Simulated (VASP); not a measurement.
Runs of VASP 6.6.1 on Au. The structure is that of space group Im-3m (No. 229), or close to it. The cells are those of the table. 

| cell | gap on the mesh (eV) | pressure (GPa) |
| --- | --- | --- |
| a = 2.843 Å, angles 111.1, 111.1, 106.2°, 1 atom | none | -9.4 |
| a = 2.828 Å, angles 110.7, 110.7, 107.0°, 1 atom | none | -7.3 |
| a = 2.842 Å, angles 108.7, 108.7, 111.1°, 1 atom | none | -9.5 |
| a = 2.799 Å, angles 109.9, 109.9, 108.6°, 1 atom | none | (b) |
| a = 2.856 Å, angles 109.1, 109.1, 110.3°, 1 atom | none | -11.5 |
| a = 2.784 Å, angles 109.5°, 1 atom | none | (c) |
| a = 2.957 Å, angles 109.5°, 1 atom | none | (a) |
| a = 2.813 Å, angles 110.3, 110.3, 107.8°, 1 atom | none | -5.0 |

Alike in all rows: task single point; level LDA; potentials or basis VASP PAW LDA potentials, release 64 (Au); no spin polarisation; k mesh 20 × 20 × 20; cutoff (eV) 500; smearing gaussian 0.15 eV.

Task: Estimate the missing entries.

Result: (a) -20.1; (b) -2.4; (c) 0.4.

Caveats: spin-orbit coupling is left out, which moves the levels of the heavy elements.

A k mesh can miss the band edges, and the runs leave out spin-orbit coupling on Au.

A gap of «none» marks levels without a gap at the run's occupations.
